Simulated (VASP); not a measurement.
Input of a VASP 6.6.1 run:

File INCAR:

```
SYSTEM = LaZn2GeP4
ALGO = Normal
EDIFF = 1E-6
ENCUT = 520
GGA = PS
ISIF = 2
ISMEAR = -1
ISYM = 0
LASPH = .True.
LCHARG = .True.
LELF = .True.
LREAL = Auto
LVHAR = .True.
LWAVE = .False.
NBANDS = 83
NELECT = 140.0
NELM = 80
PREC = Accurate
SIGMA = 0.05
```

Contents of KPOINTS:

```
Automatic mesh
0
Gamma
  1 1 1
  0.25 0.25 0.25
```

POSCAR

```
LaZn2GeP4
1.0
    5.4241330000     -0.0000440000     -0.0000150000
   -0.0000440000      5.4241330000     -0.0000150000
   -0.0000300000     -0.0000300000     10.7085280000
Zn La P Ge
4 2 8 2
Direct
    0.0176730000      0.9954100000      0.9994410000
    0.0058710000      0.5125610000      0.2465940000
    0.4818730000      0.9889180000      0.7399130000
    0.5221990000      0.5194830000      0.5002770000
    0.0021810000      0.0029010000      0.5077840000
    0.5154810000      0.0164610000      0.2323120000
    0.2627810000      0.2542690000      0.1263830000
    0.2329670000      0.2578530000      0.6244190000
    0.7660910000      0.7391240000      0.1173680000
    0.7750610000      0.2403380000      0.3761850000
    0.2394560000      0.7535020000      0.3735260000
    0.2560540000      0.7652550000      0.8802590000
    0.7559410000      0.7546020000      0.6255560000
    0.7343340000      0.2489390000      0.8867840000
    0.4926660000      0.4951370000      0.0103580000
    0.9772870000      0.5178570000      0.7504140000
```

Potentials or basis: VASP PAW PBE potentials, release 64 (Zn, La, P, Ge_d).

Command:

```bash
$ cat potpaw_PBE.64/Zn/POTCAR potpaw_PBE.64/La/POTCAR potpaw_PBE.64/P/POTCAR potpaw_PBE.64/Ge_d/POTCAR > POTCAR
$ mpirun -np 1 vasp_std > vasp.out
```

Q: What does it give for the largest force?

A: 8.952 eV/Å.

Forces in eV/Å, atoms in the order of the input:
```
Zn  -0.726  0.829  0.452
Zn  -0.027 -0.519 -0.285
Zn   0.357  0.581  0.792
Zn  -0.695 -0.734 -1.243
La   0.978 -1.540 -4.740
La   2.069 -3.473  2.557
P   -6.481  4.829 -3.849
P    3.974  5.335  5.497
P    2.391 -2.707 -2.056
P   -1.916  6.013  0.466
P    2.347 -3.708  0.320
P    0.242 -0.968 -1.190
P   -4.109 -3.365  4.989
P    0.341 -0.404 -1.559
Ge   0.302  0.891 -1.464
Ge   0.952 -1.059  1.313
```

Caveat: the k points lie up to 1.16 Å⁻¹ apart; the cell carries a net charge on a neutralising background, which shifts energy and pressure; the PAW data sets were made with another functional, which shifts forces and pressure a little.
